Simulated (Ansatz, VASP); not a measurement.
# TiC in VASP and in Ansatz

```
Ti C
1.0
     0.00000    2.13054    2.13054
     2.13054    0.00000    2.13054
     2.13054    2.13054    0.00000
Ti C
1 1
Direct
  0.00000 0.00000 0.00000
  0.50000 0.50000 0.50000
```

Alike in both runs: functional LDA; k mesh 8 × 8 × 8; occupations gaussian, width 0.1 eV; no spin polarisation.

Ansatz relaxed the structure, and its values are those at the end. VASP's run is a single point on that final structure, the one shown.

```csv
,VASP,Ansatz
version,VASP 6.6.1,Ansatz 0.2.0
potentials or method,"VASP PAW LDA potentials, release 64 (Ti_sv, C), cutoff 600 eV","scalar-relativistic, plane waves, PAW"
valence electrons in the cell,16,16
```

VASP gave:

* gap on the k mesh at the Fermi level (eV): none
* pressure (GPa): 0.6

**Question.** Which values does Ansatz return?

**Answer.** gap on the k mesh at the Fermi level (eV): none; pressure (GPa): -0.1.

LDA's correlation is that of Perdew and Zunger in VASP and of Perdew and Wang (1992) in Ansatz. A gap of «none» marks a metal or a gap that the smearing closes.
